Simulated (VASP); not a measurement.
Runs of VASP 6.6.1 on FeGe. The structure is that of space group P6/mmm (No. 191), or close to it. The cells are those of the table. 

| task | level | potentials or basis | spin | U | cell | cutoff (eV) | gap on the mesh (eV) | pressure (GPa) | moment (μB) | relaxed volume (Å³/atom) |
| --- | --- | --- | --- | --- | --- | --- | --- | --- | --- | --- |
| relaxation of cell and atoms | LDA+U | VASP PAW LDA potentials, release 64 (Ge_d, Fe) | collinear, ferromagnetic start | Fe d U = 6.0 eV | relaxed from a = 4.998, b = 4.998, c = 4.116 Å, angles 90.0, 90.0, 120.0°, 6 atoms | 600 | none | 0.0 | 8.30 | 15.20 |
| single point | PBEsol | VASP PAW PBE potentials, release 64 (Ge_d, Fe) | collinear, ferromagnetic start | - | a = 4.719, b = 4.719, c = 3.759 Å, angles 90.0, 90.0, 120.0°, 6 atoms | 520 | none | 30.5 | 3.13 | - |
| relaxation of cell and atoms | LDA | VASP PAW LDA potentials, release 64 (Ge_d, Fe) | collinear, ferromagnetic start | - | relaxed from a = 4.998, b = 4.998, c = 4.116 Å, angles 90.0, 90.0, 120.0°, 6 atoms | 600 | none | 0.0 | 3.15 | 13.36 |
| single point | PBEsol | VASP PAW PBE potentials, release 64 (Ge_d, Fe) | collinear, ferromagnetic start | - | a = 4.770, b = 4.770, c = 3.812 Å, angles 90.0, 90.0, 120.0°, 6 atoms | 520 | none | (b) | (c) | - |
| single point | PBE | VASP PAW PBE potentials, release 64 (Ge_d, Fe) | collinear, ferromagnetic start | - | a = 4.896, b = 4.896, c = 4.032 Å, angles 90.0, 90.0, 120.0°, 6 atoms | 520 | none | 5.3 | 4.07 | - |
| single point | PBEsol | VASP PAW PBE potentials, release 64 (Ge_d, Fe) | collinear, ferromagnetic start | - | a = 4.998, b = 4.998, c = 4.116 Å, angles 90.0, 90.0, 120.0°, 6 atoms | 520 | none | -10.0 | (a) | - |
| single point | PBE | VASP PAW PBE potentials, release 64 (Ge_d, Fe) | collinear, ferromagnetic start | - | a = 4.930, b = 4.930, c = 4.060 Å, angles 90.0, 90.0, 120.0°, 6 atoms | 520 | none | 1.8 | 4.16 | - |
| single point | PBEsol | VASP PAW PBE potentials, release 64 (Ge_d, Fe) | off | - | a = 4.998, b = 4.998, c = 4.116 Å, angles 90.0, 90.0, 120.0°, 6 atoms | 520 | none | -12.8 | - | - |
| single point | LDA | VASP PAW LDA potentials, release 64 (Ge_d, Fe) | collinear, ferromagnetic start | - | a = 5.031, b = 5.031, c = 4.143 Å, angles 90.0, 90.0, 120.0°, 6 atoms | 520 | none | -16.7 | 4.00 | - |

Alike in all rows: k mesh 6 × 6 × 7; smearing fermi-dirac 0.05 eV.

Task: Estimate the missing entries.

Result: (a) 4.26; (b) 20.3; (c) 3.20.

Caveats: the PAW data sets were made with another functional, which shifts forces and pressure a little (at least some runs); the cell stands under pressure (at least some runs); the cell stands under tension (at least some runs); the U is typed as a test and isn't derived for this compound (at least some runs).

A k mesh can miss the band edges, and the runs leave out spin-orbit coupling on Ge.

A gap of «none» marks levels without a gap at the run's occupations.
